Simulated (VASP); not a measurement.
Runs of VASP 6.6.1 on Fe. The structure is that of space group Im-3m (No. 229), or close to it. The cells are those of the table. 

```tsv
spin	cell	k mesh	gap on the mesh (eV)	pressure (GPa)	moment (μB)
non-collinear, typed start, SOC	a = 2.839 Å, 2 atoms	11 × 11 × 11	-	7.1	(b)
collinear, ferromagnetic start	a = 2.948 Å, 2 atoms	18 × 18 × 18	none	(a)	4.82
collinear, ferromagnetic start	a = 2.876 Å, 2 atoms	18 × 18 × 18	none	-0.1	4.49
collinear, ferromagnetic start	a = 2.913 Å, 2 atoms	18 × 18 × 18	none	(c)	4.62
```

Alike in all rows: task single point; level BLYP; potentials or basis VASP PAW PBE potentials, release 64 (Fe); cutoff (eV) 600; smearing fermi-dirac 0.05 eV.

Q: Fill in the values left out.

A: (a) -9.2; (b) 4.36; (c) -5.5.

Caveats: the PAW data sets were made with another functional, which shifts forces and pressure a little; the cell stands under tension (at least some runs); the cell stands under pressure (at least some runs).

A gap of «none» marks levels without a gap at the run's occupations.
